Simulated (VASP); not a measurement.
# Sb3Au (Im-3m) in VASP: notebook, part 2 of 3

VASP 6.6.1.

### 3 Electric field gradients, LDA

This run uses another cell than the first one, of 28.09 Å³/atom.

Input file INCAR:

```
ALGO = Normal
EDIFF = 1E-8
ENCUT = 520
GGA = CA
ISIF = 2
ISMEAR = -1
LASPH = True
LCHARG = False
LEFG = True
LREAL = False
LWAVE = False
NBANDS = 21
NELM = 80
PREC = Accurate
SIGMA = 0.05
```

Input file KPOINTS:

```
k-points
0
Gamma
  10 10 10
```

Input file POSCAR:

```
Sb3Au
1.0
   -3.0400000000      3.0400000000      3.0400000000
    3.0400000000     -3.0400000000      3.0400000000
    3.0400000000      3.0400000000     -3.0400000000
Sb Au
3 1
Direct
    0.0000000000      0.5000000000      0.5000000000
    0.5000000000      0.0000000000      0.5000000000
    0.5000000000      0.5000000000      0.0000000000
    0.0000000000      0.0000000000      0.0000000000
```

Potentials or basis: VASP PAW LDA potentials, release 64 (Sb, Au).

Launch:

```
> cat potpaw_LDA.64/Sb/POTCAR potpaw_LDA.64/Au/POTCAR > POTCAR
> mpirun -np 1 vasp_std > vasp.out
```

OUTCAR:

```text
EDIFF = 1E-8
   ENCUT = 520
   GGA = CA
   ISIF = 2
   ISMEAR = -1
   LASPH = True
   LREAL = False
   NELM = 80
   PREC = Accurate

 ion  position               nearest neighbor table
   1  0.000  0.500  0.500-   2 3.04   3 3.04   4 3.04   4 3.04   3 3.04   2 3.04
   2  0.500  0.000  0.500-   1 3.04   3 3.04   4 3.04   3 3.04   4 3.04   1 3.04
   3  0.500  0.500  0.000-   1 3.04   2 3.04   4 3.04   2 3.04   1 3.04   4 3.04
   4  0.000  0.000  0.000-   1 3.04   2 3.04   3 3.04   1 3.04   2 3.04   3 3.04

  LATTYP: Found a body centered cubic cell.
 ALAT       =     6.0800000000

  Lattice vectors:

 A1 = (  -3.0400000000,   3.0400000000,   3.0400000000)
 A2 = (   3.0400000000,  -3.0400000000,   3.0400000000)
 A3 = (   3.0400000000,   3.0400000000,  -3.0400000000)

Analysis of symmetry for initial positions (statically):
=====================================================================
 Subroutine PRICEL returns:
 Original cell was already a primitive cell.

 Routine SETGRP: Setting up the symmetry group for a
 body centered cubic supercell.
[... 776 lines left out ...]
      3.04000      0.00000      0.00000        -0.000000      0.000000      0.000000
      0.00000      3.04000      0.00000         0.000000      0.000000     -0.000000
      0.00000      0.00000      3.04000         0.000000      0.000000     -0.000000
      0.00000      0.00000      0.00000        -0.000000     -0.000000      0.000000
 -----------------------------------------------------------------------------------
    total drift:                               -0.000000      0.000000      0.000000

  FREE ENERGIE OF THE ION-ELECTRON SYSTEM (eV)
  ---------------------------------------------------
  free  energy   TOTEN  =       -18.4121935497 eV

  energy  without entropy=      -18.3945326331  energy(sigma->0) =      -18.40336309

 Electric field gradients (V/A^2)
---------------------------------------------------------------------
 ion       V_xx      V_yy      V_zz      V_xy      V_xz      V_yz
---------------------------------------------------------------------
   1      -3.938     1.969     1.969    -0.000    -0.000    -0.000
   2       1.969    -3.938     1.969    -0.000    -0.000    -0.000
   3       1.969     1.969    -3.938    -0.000    -0.000    -0.000
   4      -0.000    -0.000    -0.000    -0.001    -0.001    -0.001
---------------------------------------------------------------------

 Electric field gradients after diagonalization (V/A^2)
 (convention: |V_zz| > |V_xx| > |V_yy|)
----------------------------------------------------------------------
 ion       V_xx      V_yy      V_zz     asymmetry (V_yy - V_xx)/ V_zz
----------------------------------------------------------------------
   1       1.969     1.969    -3.938       0.000
   2       1.969     1.969    -3.938       0.000
   3       1.969     1.969    -3.938       0.000
   4       0.001     0.001    -0.001       0.000
----------------------------------------------------------------------

           NMR quadrupolar parameters

 Cq : quadrupolar parameter    Cq=e*Q*V_zz/h
 eta: asymmetry parameters     (V_yy - V_xx)/ V_zz
 Q  : nuclear electric quadrupole moment in mb (millibarn)
----------------------------------------------------------------------
 ion       Cq(MHz)       eta       Q (mb)
----------------------------------------------------------------------
   1      -0.010       0.000       1.000
   2      -0.010       0.000       1.000
   3      -0.010       0.000       1.000
   4      -0.000       0.000       1.000
----------------------------------------------------------------------
```

OSZICAR:

```text
N       E                     dE             d eps       ncg     rms          rms(c)
DAV:   1     0.135297297803E+03    0.13530E+03   -0.97479E+03  1974   0.103E+03
DAV:   2    -0.111896364274E+02   -0.14649E+03   -0.14071E+03  2484   0.186E+02
DAV:   3    -0.188094323796E+02   -0.76198E+01   -0.74662E+01  2400   0.470E+01
DAV:   4    -0.188911461870E+02   -0.81714E-01   -0.81634E-01  2213   0.528E+00
DAV:   5    -0.188922270836E+02   -0.10809E-02   -0.10808E-02  2326   0.677E-01    0.582E+00
DAV:   6    -0.184735920436E+02    0.41864E+00   -0.29245E+00  2099   0.136E+01    0.429E+00
DAV:   7    -0.184237525537E+02    0.49839E-01   -0.23159E-01  2024   0.400E+00    0.239E+00
DAV:   8    -0.184158351715E+02    0.79174E-02   -0.66244E-02  2121   0.153E+00    0.359E-01
DAV:   9    -0.184122311616E+02    0.36040E-02   -0.14911E-02  2094   0.107E+00    0.175E-01
DAV:  10    -0.184122348495E+02   -0.36879E-05   -0.10061E-03  2174   0.163E-01    0.374E-02
DAV:  11    -0.184121928102E+02    0.42039E-04   -0.18635E-04  2153   0.115E-01    0.105E-02
DAV:  12    -0.184121943791E+02   -0.15689E-05   -0.21459E-05  2159   0.255E-02    0.109E-02
DAV:  13    -0.184121935952E+02    0.78388E-06   -0.17538E-06  2138   0.107E-02    0.380E-03
DAV:  14    -0.184121935484E+02    0.46763E-07   -0.50115E-07  2159   0.455E-03    0.236E-04
DAV:  15    -0.184121935497E+02   -0.12615E-08   -0.13628E-08  1289   0.802E-04
   1 F= -.18412194E+02 E0= -.18403363E+02  d E =-.176609E-01
```

stdout:

```text
POSCAR found type information on POSCAR SbAu
 POSCAR found :  2 types and       4 ions
 scaLAPACK will be used
 LDA part: xc-table for (Slater(with rela. corr.)+CA(PZ))
 , standard interpolation
 POSCAR, INCAR and KPOINTS ok, starting setup
 FFT: planning ... GRIDC
 FFT: planning ... GRID_SOFT
 FFT: planning ... GRID
 WAVECAR not read
 entering main loop
ion   1

ion   2

ion   3

ion   4
```

It took 56 s on 1 thread of Intel Xeon 6975P-C (Granite Rapids), shared host; peak memory 0.26 GiB.

What came out:

- Free energy: -18.4122 eV
- Pressure: -7.7 GPa
- Band gap on the k mesh: zero (bands 13 and 14 overlap by 2.71 eV)
- Largest electric field gradient by atom: Sb -3.9; Au +0.0 V/Å²

Levels at points of the mesh, in eV from the Fermi level:
```tsv
k point	band 9	band 10	band 11	band 12	band 13	band 14	band 15	band 16	band 17	band 18
(0.00, 0.00, 0.00)	-3.47	-3.26	-3.26	-1.37	-1.37	-1.37	-1.07	3.84	3.84	3.84
(0.50, 0.00, 0.00)	-2.98	-2.75	-1.99	-0.45	-0.10	0.08	0.95	2.47	4.63	4.68
(0.50, 0.50, 0.50)	-3.68	-3.44	-3.44	-0.09	-0.09	-0.09	0.00	5.88	5.88	5.88
```

Electric field gradients, principal values (V/Å²):
| atom | least | middle | greatest (by size) |
| --- | --- | --- | --- |
| 1 Sb | 1.969 | 1.969 | -3.938 |
| 2 Sb | 1.969 | 1.969 | -3.938 |
| 3 Sb | 1.969 | 1.969 | -3.938 |
| 4 Au | -0.001 | 0.001 | 0.001 |

Caveat: the cell stands under tension; without QUAD_EFG the Cq values of the log hold for a quadrupole moment of 1 mb, not for the nuclei; spin-orbit coupling is left out, which moves the levels of the heavy elements.

### 4 Electric field gradients, LDA (29.78 Å³/atom)

This run uses another cell than the first one, of 29.78 Å³/atom.

Input file INCAR:

```
SYSTEM = Sb3Au
PREC = Accurate
ENCUT = 520
EDIFF = 1E-8
ISMEAR = -1
SIGMA = 0.05
LREAL = .FALSE.
LASPH = .TRUE.
NELM = 60
ALGO = Normal
ISIF = 2
LWAVE = .FALSE.
LCHARG = .FALSE.
LEFG = .TRUE.
NBANDS = 21
```

Input file KPOINTS:

```
Automatic mesh
0
G
  10 10 10
  0 0 0
```

Input file POSCAR:

```
Sb3Au
1.0
   -3.0996229802      3.0996229802      3.0996229802
    3.0996229802     -3.0996229802      3.0996229802
    3.0996229802      3.0996229802     -3.0996229802
Sb Au
3 1
Direct
    0.0000000000      0.5000000000      0.5000000000
    0.5000000000      0.0000000000      0.5000000000
    0.5000000000      0.5000000000      0.0000000000
    0.0000000000      0.0000000000      0.0000000000
```

Potentials or basis: VASP PAW LDA potentials, release 64 (Sb, Au).

Launch:

```
> cat potpaw_LDA.64/Sb/POTCAR potpaw_LDA.64/Au/POTCAR > POTCAR
> mpirun -np 1 vasp_std > vasp.out
```

OUTCAR:

```text
SYSTEM = Sb3Au
   PREC = Accurate
   ENCUT = 520
   EDIFF = 1E-8
   ISMEAR = -1
   LREAL = .FALSE.
   LASPH = .TRUE.
   NELM = 60
   ISIF = 2

 ion  position               nearest neighbor table
   1  0.000  0.500  0.500-   2 3.10   3 3.10   4 3.10   4 3.10   3 3.10   2 3.10
   2  0.500  0.000  0.500-   1 3.10   3 3.10   4 3.10   3 3.10   4 3.10   1 3.10
   3  0.500  0.500  0.000-   1 3.10   2 3.10   4 3.10   2 3.10   1 3.10   4 3.10
   4  0.000  0.000  0.000-   1 3.10   2 3.10   3 3.10   1 3.10   2 3.10   3 3.10

  LATTYP: Found a body centered cubic cell.
 ALAT       =     6.1992459604

  Lattice vectors:

 A1 = (  -3.0996229802,   3.0996229802,   3.0996229802)
 A2 = (   3.0996229802,  -3.0996229802,   3.0996229802)
 A3 = (   3.0996229802,   3.0996229802,  -3.0996229802)

Analysis of symmetry for initial positions (statically):
=====================================================================
 Subroutine PRICEL returns:
 Original cell was already a primitive cell.

 Routine SETGRP: Setting up the symmetry group for a
 body centered cubic supercell.

 Subroutine GETGRP returns: Found 48 space group operations
 (whereof 48 operations were pure point group operations)
 out of a pool of 48 trial point group operations.

The static configuration has the point symmetry O_h .

Analysis of symmetry for dynamics (positions and initial velocities):
=====================================================================
 Subroutine PRICEL returns:
 Original cell was already a primitive cell.

 Routine SETGRP: Setting up the symmetry group for a
 body centered cubic supercell.

 Subroutine GETGRP returns: Found 48 space group operations
 (whereof 48 operations were pure point group operations)
 out of a pool of 48 trial point group operations.

The dynamic configuration has the point symmetry O_h .

 Subroutine INISYM returns: Found 48 space group operations
 (whereof 48 operations are pure point group operations),
 and found     1 'primitive' translations

----------------------------------------------------------------------------------------

                                     Primitive cell

  volume of cell :     119.1205

  direct lattice vectors                    reciprocal lattice vectors
    -3.099622980  3.099622980  3.099622980     0.000000000  0.161309941  0.161309941
     3.099622980 -3.099622980  3.099622980     0.161309941  0.000000000  0.161309941
     3.099622980  3.099622980 -3.099622980     0.161309941  0.161309941  0.000000000

  length of vectors
     5.368704486  5.368704486  5.368704486     0.228126706  0.228126706  0.228126706

  position of ions in fractional coordinates (direct lattice)
     0.000000000  0.500000000  0.500000000
     0.500000000  0.000000000  0.500000000
     0.500000000  0.500000000  0.000000000
     0.000000000  0.000000000  0.000000000

  ion indices of the primitive-cell ions
   primitive index   ion index
                 1           1
                 2           2
                 3           3
                 4           4

----------------------------------------------------------------------------------------
[... 87 lines left out ...]
   IALGO  =     38    algorithm
   IMIX   =      4    mixing-type and parameters
     AMIX     =   0.40;   BMIX     =  1.00
     AMIX_MAG =   1.60;   BMIX_MAG =  1.00
  volume/ion in A,a.u.               =      29.78       200.97
  Fermi-wavevector in a.u.,A,eV,Ry     =   0.985683  1.862670 13.219014  0.971570
  Thomas-Fermi vector in A             =   2.117008
   LORBIT       =      0    0 simple, 1 ext, 2 COOP (PROOUT), +10 PAW based schemes
   GGA     = CA    functional components
   LHFCALC =     F    Hartree Fock is set to
   AEXX    =    0.0000 exact exchange contribution
   IVDW    =     0    specifies the selected vdW correction
   LEPSILON=     F    determine dielectric tensor
   LRPA    =     F    only Hartree local field effects (RPA)
 non-spin polarized calculation
  energy-cutoff  :      520.00
  volume of cell :      119.12
 maximum number of plane-waves:      3252
   NGX = 19   NGY = 19   NGZ = 19

 number of electron      26.0000001 magnetization

 Free energy of the ion-electron system (eV)
  ---------------------------------------------------
  ext. energy  EPLUGINS =         0.00000000
  ---------------------------------------------------
  free energy    TOTEN  =       -18.04203352 eV

  energy without entropy =      -18.02348987  energy(sigma->0) =      -18.03276170

 E-fermi :   5.8392     XC(G=0):  -9.8449

 val. band max:        5.8203419828   @ k =   0.4000   0.1000   0.1000
 cond. band min:       5.8497820960   @ k =   0.2000   0.1000   0.0000
 fundamental gap:      0.0294401132
 Fermi energy:         5.8392483501

 k-point     1 :       0.0000    0.0000    0.0000
  band No.  band energies     occupation
      1      -5.6366      2.00000
      2      -1.5750      2.00000
      3      -1.5750      2.00000
      4       2.2513      2.00000
      5       2.2513      2.00000
      6       2.2513      2.00000
[... 565 lines left out ...]
     20      11.7687      0.00000
     21      12.0784      0.00000

 [... further k-points ...]

------------------------ aborting loop because EDIFF is reached ----------------------------------------

  FORCE on cell =-STRESS in cart. coord.  units (eV):
  Direction    XX          YY          ZZ          XY          YZ          ZX
  --------------------------------------------------------------------------------------
  -------------------------------------------------------------------------------------
  Total       -7.2534639     -7.2534639     -7.2534639     -0.0000000      0.0000000     -0.0000000
  in kB      -97.5594694    -97.5594694    -97.5594694     -0.0000000      0.0000000     -0.0000000
  external PRESSURE =     -97.5594694 kB  Pullay stress =       0.0000000 kB

 VOLUME and BASIS-vectors are now :
 -----------------------------------------------------------------------------
  energy-cutoff  :      520.00
  volume of cell :      119.12
      direct lattice vectors                 reciprocal lattice vectors
    -3.099622980  3.099622980  3.099622980     0.000000000  0.161309941  0.161309941
     3.099622980 -3.099622980  3.099622980     0.161309941  0.000000000  0.161309941
     3.099622980  3.099622980 -3.099622980     0.161309941  0.161309941  0.000000000

 POSITION                                       TOTAL-FORCE (eV/Angst)
 -----------------------------------------------------------------------------------
      3.09962      0.00000      0.00000        -0.000000     -0.000000      0.000000
      0.00000      3.09962      0.00000        -0.000000      0.000000      0.000000
      0.00000      0.00000      3.09962        -0.000000     -0.000000     -0.000000
      0.00000      0.00000      0.00000         0.000000      0.000000     -0.000000
 -----------------------------------------------------------------------------------
    total drift:                               -0.000000     -0.000000      0.000000

  FREE ENERGIE OF THE ION-ELECTRON SYSTEM (eV)
  ---------------------------------------------------
  free  energy   TOTEN  =       -18.0420335199 eV

  energy  without entropy=      -18.0234898714  energy(sigma->0) =      -18.03276170

 Electric field gradients (V/A^2)
---------------------------------------------------------------------
 ion       V_xx      V_yy      V_zz      V_xy      V_xz      V_yz
---------------------------------------------------------------------
   1      -4.848     2.424     2.424    -0.000    -0.000    -0.000
   2       2.424    -4.848     2.424    -0.000    -0.000    -0.000
   3       2.424     2.424    -4.848    -0.000    -0.000    -0.000
   4      -0.000    -0.000    -0.000    -0.000    -0.000    -0.000
---------------------------------------------------------------------

 Electric field gradients after diagonalization (V/A^2)
 (convention: |V_zz| > |V_xx| > |V_yy|)
----------------------------------------------------------------------
 ion       V_xx      V_yy      V_zz     asymmetry (V_yy - V_xx)/ V_zz
----------------------------------------------------------------------
   1       2.424     2.424    -4.848       0.000
   2       2.424     2.424    -4.848       0.000
   3       2.424     2.424    -4.848       0.000
   4       0.000     0.000    -0.000       0.000
----------------------------------------------------------------------

           NMR quadrupolar parameters

 Cq : quadrupolar parameter    Cq=e*Q*V_zz/h
 eta: asymmetry parameters     (V_yy - V_xx)/ V_zz
 Q  : nuclear electric quadrupole moment in mb (millibarn)
----------------------------------------------------------------------
 ion       Cq(MHz)       eta       Q (mb)
----------------------------------------------------------------------
   1      -0.012       0.000       1.000
   2      -0.012       0.000       1.000
   3      -0.012       0.000       1.000
   4      -0.000       0.000       1.000
----------------------------------------------------------------------
```

OSZICAR:

```text
N       E                     dE             d eps       ncg     rms          rms(c)
DAV:   1     0.131774193425E+03    0.13177E+03   -0.95059E+03  1974   0.101E+03
DAV:   2    -0.105174707225E+02   -0.14229E+03   -0.13656E+03  2437   0.180E+02
DAV:   3    -0.183698106723E+02   -0.78523E+01   -0.76927E+01  2390   0.469E+01
DAV:   4    -0.184660975005E+02   -0.96287E-01   -0.96129E-01  2205   0.561E+00
DAV:   5    -0.184673315352E+02   -0.12340E-02   -0.12340E-02  2294   0.719E-01    0.531E+00
DAV:   6    -0.181001876683E+02    0.36714E+00   -0.25611E+00  2094   0.125E+01    0.388E+00
DAV:   7    -0.180529948918E+02    0.47193E-01   -0.20113E-01  2034   0.368E+00    0.215E+00
DAV:   8    -0.180453810154E+02    0.76139E-02   -0.67231E-02  2161   0.145E+00    0.317E-01
DAV:   9    -0.180421072138E+02    0.32738E-02   -0.13208E-02  2099   0.980E-01    0.182E-01
DAV:  10    -0.180420920475E+02    0.15166E-04   -0.96179E-04  2179   0.157E-01    0.424E-02
DAV:  11    -0.180420320610E+02    0.59987E-04   -0.24790E-04  2155   0.130E-01    0.119E-02
DAV:  12    -0.180420343255E+02   -0.22646E-05   -0.28096E-05  2149   0.285E-02    0.121E-02
DAV:  13    -0.180420335715E+02    0.75401E-06   -0.16954E-06  2164   0.103E-02    0.388E-03
DAV:  14    -0.180420335193E+02    0.52279E-07   -0.52370E-07  2129   0.462E-03    0.707E-04
DAV:  15    -0.180420335199E+02   -0.68326E-09   -0.17603E-08  1590   0.924E-04
   1 F= -.18042034E+02 E0= -.18032762E+02  d E =-.185436E-01
```

stdout:

```text
POSCAR found type information on POSCAR SbAu
 POSCAR found :  2 types and       4 ions
 scaLAPACK will be used
 LDA part: xc-table for (Slater(with rela. corr.)+CA(PZ))
 , standard interpolation
 POSCAR, INCAR and KPOINTS ok, starting setup
 FFT: planning ... GRIDC
 FFT: planning ... GRID_SOFT
 FFT: planning ... GRID
 WAVECAR not read
 entering main loop
ion   1

ion   2

ion   3

ion   4
```

Run time: 2.9 min. Hardware: 1 thread of Oxide Virtual Turin-like, shared host; peak memory 0.24 GiB.

What came out:

```yaml
Free_energy: -18.0420 eV
Pressure: -9.8 GPa
Band_gap_on_the_k_mesh: zero (bands 13 and 14 overlap by 2.44 eV)
Largest_electric_field_gradient_by_atom: Sb -4.8; Au +0.0 V/Å²
```

Electric field gradients, principal values (V/Å²):
```
atom  least  middle  greatest (by size)
1 Sb  2.424   2.424              -4.848
2 Sb  2.424   2.424              -4.848
3 Sb  2.424   2.424              -4.848
4 Au  0.000   0.000               0.000
```

Caveat: the cell stands under tension; without QUAD_EFG the Cq values of the log hold for a quadrupole moment of 1 mb, not for the nuclei; spin-orbit coupling is left out, which moves the levels of the heavy elements.

(Continued in part 3 of 3.)

The gap in the log of VASP goes by the Fermi energy; the results here count the filled bands.